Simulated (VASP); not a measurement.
# Hf2N (Pnnm) in VASP: notebook

Hf2N is run at these levels: LDA; tasks: single point.

All numbers are computed with VASP 6.6.1; they aren't measurements. Logs are shortened: lines on timing, memory, paths and dates and some standing lists are left out, and cuts for length are marked.

### Step 1. The cell of the first run

The structure is orthorhombic, space group Pnnm (No. 58). The conventional cell has a = 5.252 Å, b = 5.620 Å, c = 3.201 Å, α = 90.00°, β = 90.00°, γ = 90.00°. Within 3.0 Å of Hf (site symmetry m) lie 3 N at 2.24 to 2.28 Å. Within 3.0 Å of N (site symmetry 2/m) lie 6 Hf at 2.24 to 2.28 Å.

### Step 2. Single point, LDA (mode 4 frozen in at +0.102 Å, normal strain along x +0.0700)

Input file INCAR:

```
SYSTEM = Hf2N
PREC = Accurate ; ENCUT = 520
EDIFF = 1E-7 ; ISMEAR = 0
SIGMA = 0.15 ; LREAL = .FALSE.
LASPH = .TRUE. ; NELM = 100
ALGO = Normal ; ISIF = 2
LWAVE = .FALSE. ; LCHARG = .FALSE.
GGA = CA ; NBANDS = 34
```

Input file KPOINTS:

```
Automatic mesh
0
G
  8 8 12
  0 0 0
```

Input file POSCAR:

```
Hf2N
1.0
    5.6198096911      0.0000000000      0.0000000000
    0.0000000000      5.2521585898      0.0000000000
    0.0000000000      0.0000000000      3.2005839592
Hf N
4 2
Direct
    0.3092031779      0.2816036895      0.0000000000
    0.6907968221      0.7183963105      0.0000000000
    0.8092031779      0.2183963105      0.5000000000
    0.1907968221      0.7816036895      0.5000000000
    0.0000000000      0.0000000000      0.0000000000
    0.5000000000      0.5000000000      0.5000000000
```

Potentials or basis: VASP PAW LDA potentials, release 64 (Hf_pv, N).

On the command line:

```console
$ cat potpaw_LDA.64/Hf_pv/POTCAR potpaw_LDA.64/N/POTCAR > POTCAR
$ mpirun -np 1 vasp_std > vasp.out
```

OUTCAR:

```text
SYSTEM = Hf2N
   PREC = Accurate
   ENCUT = 520
   EDIFF = 1E-7
   ISMEAR = 0
   LREAL = .FALSE.
   LASPH = .TRUE.
   NELM = 100
   ISIF = 2
   GGA = CA

 ion  position               nearest neighbor table
   1  0.309  0.282  0.000-   6 2.24   6 2.24   5 2.28   2 3.14   4 3.15   4 3.15   4 3.15   4 3.15
                             3 3.25   3 3.25   3 3.25   3 3.25   2 3.65
   2  0.691  0.718  0.000-   6 2.24   6 2.24   5 2.28   1 3.14   3 3.15   3 3.15   3 3.15   3 3.15
                             4 3.25   4 3.25   4 3.25   4 3.25   1 3.65
   3  0.809  0.218  0.500-   5 2.24   5 2.24   6 2.28   4 3.14   2 3.15   2 3.15   2 3.15   2 3.15
                             1 3.25   1 3.25   1 3.25   1 3.25   4 3.65
   4  0.191  0.782  0.500-   5 2.24   5 2.24   6 2.28   3 3.14   1 3.15   1 3.15   1 3.15   1 3.15
                             2 3.25   2 3.25   2 3.25   2 3.25   3 3.65
   5  0.000  0.000  0.000-   3 2.24   4 2.24   3 2.24   4 2.24   1 2.28   2 2.28
   6  0.500  0.500  0.500-   1 2.24   2 2.24   1 2.24   2 2.24   3 2.28   4 2.28

  LATTYP: Found a simple orthorhombic cell.
 ALAT       =     3.2005839592
 B/A-ratio  =     1.6410000977
 C/A-ratio  =     1.7558701046

  Lattice vectors:

 A1 = (   0.0000000000,   0.0000000000,  -3.2005839592)
 A2 = (   0.0000000000,   5.2521585898,   0.0000000000)
 A3 = (   5.6198096911,   0.0000000000,   0.0000000000)

Analysis of symmetry for initial positions (statically):
=====================================================================
 Subroutine PRICEL returns:
 Original cell was already a primitive cell.

 Routine SETGRP: Setting up the symmetry group for a
 simple orthorhombic supercell.

 Subroutine GETGRP returns: Found  8 space group operations
 (whereof  4 operations were pure point group operations)
 out of a pool of  8 trial point group operations.

The static configuration has the point symmetry C_2h.
 The point group associated with its full space group is D_2h.

Analysis of symmetry for dynamics (positions and initial velocities):
=====================================================================
 Subroutine PRICEL returns:
 Original cell was already a primitive cell.

 Routine SETGRP: Setting up the symmetry group for a
 simple orthorhombic supercell.

 Subroutine GETGRP returns: Found  8 space group operations
 (whereof  4 operations were pure point group operations)
 out of a pool of  8 trial point group operations.

The dynamic configuration has the point symmetry C_2h.
 The point group associated with its full space group is D_2h.

 Subroutine INISYM returns: Found  8 space group operations
 (whereof  4 operations are pure point group operations),
 and found     1 'primitive' translations
[... 109 lines left out ...]
   ISIF   =      2    stress and relaxation
   ISYM   =      2    0-nonsym 1-usesym 2-fastsym
   POTIM  = 0.5000    time-step for ionic-motion
   TEBEG  =    0.0;   TEEND  =   0.0 temperature during run
   PSTRESS=    0.0 pullay stress
   NELECT =      50.0000    total number of electrons
   NUPDOWN=      -1.0000    fix difference up-down
   EMIN   =  10.00;   EMAX   =-10.00  energy-range for DOS
   EFERMI =   0.00;   METHOD = LEGACY
   ISMEAR =     0;   SIGMA  =   0.15  broadening in eV -4-tet -1-fermi 0-gaus
   EFERMI_NEDOS =   21; number of points for ismear=-14 and -15
   IALGO  =     38    algorithm
   IMIX   =      4    mixing-type and parameters
     AMIX     =   0.40;   BMIX     =  1.00
     AMIX_MAG =   1.60;   BMIX_MAG =  1.00
  volume/ion in A,a.u.               =      15.74       106.25
  Fermi-wavevector in a.u.,A,eV,Ry     =   1.324246  2.502462 23.859544  1.753627
  Thomas-Fermi vector in A             =   2.453795
   LORBIT       =      0    0 simple, 1 ext, 2 COOP (PROOUT), +10 PAW based schemes
   GGA     = CA    functional components
   LHFCALC =     F    Hartree Fock is set to
   AEXX    =    0.0000 exact exchange contribution
   IVDW    =     0    specifies the selected vdW correction
   LEPSILON=     F    determine dielectric tensor
   LRPA    =     F    only Hartree local field effects (RPA)
 non-spin polarized calculation
 Gauss-broadening in eV      SIGMA  =   0.15
  energy-cutoff  :      520.00
  volume of cell :       94.47
 maximum number of plane-waves:      2578
 NGX is ok and might be reduce to    42
   NGX = 21   NGY = 19   NGZ = 11

 number of electron      50.0000005 magnetization

 Free energy of the ion-electron system (eV)
  ---------------------------------------------------
  ext. energy  EPLUGINS =         0.00000000
  ---------------------------------------------------
  free energy    TOTEN  =       -69.25746021 eV

  energy without entropy =      -69.22789699  energy(sigma->0) =      -69.24267860

 E-fermi :   5.5201     XC(G=0): -12.0349

 val. band max:        5.5148242397   @ k =   0.2500   0.1250   0.2500
 cond. band min:       5.5333255101   @ k =   0.3750   0.3750   0.2500
 fundamental gap:      0.0185012704
 Fermi energy:         5.5201027566

 k-point     1 :       0.0000    0.0000    0.0000
  band No.  band energies     occupation
      1     -25.4470      2.00000
      2     -25.0297      2.00000
      3     -25.0104      2.00000
      4     -24.9448      2.00000
      5     -24.7010      2.00000
      6     -24.6371      2.00000
[... 877 lines left out ...]
     33       9.3883      0.00000
     34       9.3883      0.00000

 [... further k-points ...]

------------------------ aborting loop because EDIFF is reached ----------------------------------------

  FORCE on cell =-STRESS in cart. coord.  units (eV):
  Direction    XX          YY          ZZ          XY          YZ          ZX
  --------------------------------------------------------------------------------------
  -------------------------------------------------------------------------------------
  Total      -11.0962042     -7.2292576     -4.6092337      0.0000000      0.0000000      0.0000000
  in kB     -188.1899200   -122.6071000    -78.1718964      0.0000000      0.0000000      0.0000000
  external PRESSURE =    -129.6563055 kB  Pullay stress =       0.0000000 kB

 VOLUME and BASIS-vectors are now :
 -----------------------------------------------------------------------------
  energy-cutoff  :      520.00
  volume of cell :       94.47
      direct lattice vectors                 reciprocal lattice vectors
     5.619809691  0.000000000  0.000000000     0.177941969  0.000000000  0.000000000
     0.000000000  5.252158590  0.000000000     0.000000000  0.190397906  0.000000000
     0.000000000  0.000000000  3.200583959     0.000000000  0.000000000  0.312442983

 POSITION                                       TOTAL-FORCE (eV/Angst)
 -----------------------------------------------------------------------------------
      1.73766      1.47903      0.00000         0.258495      0.053929      0.000000
      3.88215      3.77313      0.00000        -0.258495     -0.053929      0.000000
      4.54757      1.14705      1.60029         0.258495     -0.053929      0.000000
      1.07224      4.10511      1.60029        -0.258495      0.053929      0.000000
      0.00000      0.00000      0.00000         0.000000      0.000000      0.000000
      2.80990      2.62608      1.60029         0.000000      0.000000      0.000000
 -----------------------------------------------------------------------------------
    total drift:                               -0.000000      0.000000     -0.000000

  FREE ENERGIE OF THE ION-ELECTRON SYSTEM (eV)
  ---------------------------------------------------
  free  energy   TOTEN  =       -69.2574602061 eV

  energy  without entropy=      -69.2278969866  energy(sigma->0) =      -69.24267860
```

OSZICAR:

```text
N       E                     dE             d eps       ncg     rms          rms(c)
DAV:   1     0.212357425837E+03    0.21236E+03   -0.27466E+04 11908   0.143E+03
DAV:   2    -0.623910170603E+02   -0.27475E+03   -0.26314E+03 14790   0.349E+02
DAV:   3    -0.762394976297E+02   -0.13848E+02   -0.13464E+02 15398   0.561E+01
DAV:   4    -0.764775392446E+02   -0.23804E+00   -0.23669E+00 14880   0.753E+00
DAV:   5    -0.764829933986E+02   -0.54542E-02   -0.54467E-02 15456   0.928E-01    0.982E+01
DAV:   6    -0.698479998110E+02    0.66350E+01   -0.39363E+01 14060   0.243E+01    0.705E+01
DAV:   7    -0.695723250013E+02    0.27567E+00   -0.69096E+00 14178   0.115E+01    0.198E+01
DAV:   8    -0.692654936150E+02    0.30683E+00   -0.13725E+00 14902   0.459E+00    0.272E+00
DAV:   9    -0.692615026143E+02    0.39910E-02   -0.16905E-01 14228   0.178E+00    0.310E+00
DAV:  10    -0.692577986583E+02    0.37040E-02   -0.33197E-02 14558   0.813E-01    0.115E+00
DAV:  11    -0.692577157014E+02    0.82957E-04   -0.63557E-03 14698   0.346E-01    0.764E-01
DAV:  12    -0.692574744799E+02    0.24122E-03   -0.65121E-04 14290   0.106E-01    0.402E-01
DAV:  13    -0.692574599393E+02    0.14541E-04   -0.19927E-04 14654   0.560E-02    0.215E-02
DAV:  14    -0.692574602429E+02   -0.30355E-06   -0.49903E-06 14340   0.114E-02    0.165E-02
DAV:  15    -0.692574602061E+02    0.36775E-07   -0.14188E-07 11158   0.221E-03
   1 F= -.69257460E+02 E0= -.69242679E+02  d E =-.295632E-01
```

It took 4.8 min on 1 thread of Intel Xeon 6975P-C (Granite Rapids), shared host; peak memory 0.49 GiB.

Results:

```yaml
Free_energy: -69.2575 eV
Pressure: -13.0 GPa
Largest_force: 0.264 eV/Å
Band_gap_on_the_k_mesh: zero (band 25 reaches 6.64 eV, above the bottom of band 26 at 4.48 eV)
```

Forces in eV/Å, atoms in the order of the input:
```
Hf   0.258  0.054  0.000
Hf  -0.258 -0.054  0.000
Hf   0.258 -0.054  0.000
Hf  -0.258  0.054  0.000
N    0.000  0.000  0.000
N    0.000  0.000  0.000
```

Stress tensor (GPa, compression positive):
```
-18.82   0.00   0.00
  0.00 -12.26   0.00
  0.00   0.00  -7.82
```

Caveat: the cell differs from its parent crystal (mode 4 frozen in at +0.102 Å, normal strain along x +0.0700); spin-orbit coupling is left out, which moves the levels of the heavy elements.

### Step 3. Single point, LDA (mode 4 frozen in at -0.205 Å, normal strain along x -0.0700)

Input file INCAR:

```
SYSTEM = Hf2N
  PREC = Accurate
  ENCUT = 520
  EDIFF = 1E-6
  ISMEAR = 0
  SIGMA = 0.15
  LREAL = .False.
  LASPH = .True.
  NELM = 80
  ALGO = Normal
  ISIF = 2
  LWAVE = .False.
  LCHARG = .False.
  GGA = CA
  NBANDS = 34
```

Input file KPOINTS:

```
regular mesh
0
Gamma
  8 8 12
  0 0 0
```

Input file POSCAR:

```
Hf2N
1.0
    4.8845074885      0.0000000000      0.0000000000
    0.0000000000      5.2521585898      0.0000000000
    0.0000000000      0.0000000000      3.2005839592
Hf N
4 2
Direct
    0.2678039453      0.3230029221      0.0000000000
    0.7321960547      0.6769970779      0.0000000000
    0.7678039453      0.1769970779      0.5000000000
    0.2321960547      0.8230029221      0.5000000000
    0.0000000000      0.0000000000      0.0000000000
    0.5000000000      0.5000000000      0.5000000000
```

Potentials or basis: VASP PAW LDA potentials, release 64 (Hf_pv, N).

On the command line:

```console
$ cat potpaw_LDA.64/Hf_pv/POTCAR potpaw_LDA.64/N/POTCAR > POTCAR
$ mpirun -np 1 vasp_std > vasp.out
```

It took 3.4 min on 1 thread of Intel Xeon Platinum 8488C (Sapphire Rapids), shared host; peak memory 0.44 GiB.

The run converged. Its results:

| Item | Value |
| --- | --- |
| Free energy | -69.2300 eV |
| Pressure | 16.8 GPa |
| Largest force | 0.200 eV/Å |
| Band gap on the k mesh | zero (band 25 reaches 8.12 eV, above the bottom of band 26 at 5.63 eV) |

Forces in eV/Å, atoms in the order of the input:
```
Hf  -0.162 -0.117  0.000
Hf   0.162  0.117  0.000
Hf  -0.162  0.117  0.000
Hf   0.162 -0.117  0.000
N    0.000  0.000  0.000
N    0.000  0.000  0.000
```

Stress tensor (GPa, compression positive):
```
23.09  0.00  0.00
 0.00 19.79  0.00
 0.00  0.00  7.45
```

Levels at points of the mesh, in eV from the Fermi level:
| k point | band 21 | band 22 | band 23 | band 24 | band 25 | band 26 | band 27 | band 28 | band 29 | band 30 |
| --- | --- | --- | --- | --- | --- | --- | --- | --- | --- | --- |
| (0.00, 0.00, 0.00) | -3.72 | -2.27 | 0.46 | 0.76 | 1.10 | 1.21 | 1.24 | 1.51 | 1.95 | 1.97 |
| (0.50, 0.00, 0.00) | -2.04 | -2.04 | -0.86 | -0.86 | 1.51 | 1.51 | 1.52 | 1.52 | 2.11 | 2.11 |
| (0.00, 0.50, 0.00) | -2.65 | -2.65 | -1.16 | -1.16 | 1.11 | 1.11 | 1.94 | 1.94 | 3.23 | 3.23 |
| (0.50, 0.50, 0.00) | -1.67 | -1.67 | -1.32 | -1.32 | 0.74 | 0.74 | 1.44 | 1.44 | 1.83 | 1.83 |
| (0.00, 0.00, 0.50) | -1.84 | -1.84 | -1.47 | -1.47 | -0.94 | -0.94 | 2.82 | 2.82 | 4.38 | 4.38 |
| (0.50, 0.00, 0.50) | -1.54 | -1.54 | -0.93 | -0.93 | -0.75 | -0.75 | 1.32 | 1.32 | 2.77 | 2.77 |
| (0.00, 0.50, 0.50) | -2.61 | -2.61 | -1.32 | -1.32 | -0.98 | -0.98 | 2.93 | 2.93 | 5.12 | 5.12 |
| (0.50, 0.50, 0.50) | -1.96 | -1.96 | -0.97 | -0.97 | -0.05 | -0.05 | 1.70 | 1.70 | 3.22 | 3.22 |

Caveat: the cell differs from its parent crystal (mode 4 frozen in at -0.205 Å, normal strain along x -0.0700); spin-orbit coupling is left out, which moves the levels of the heavy elements.
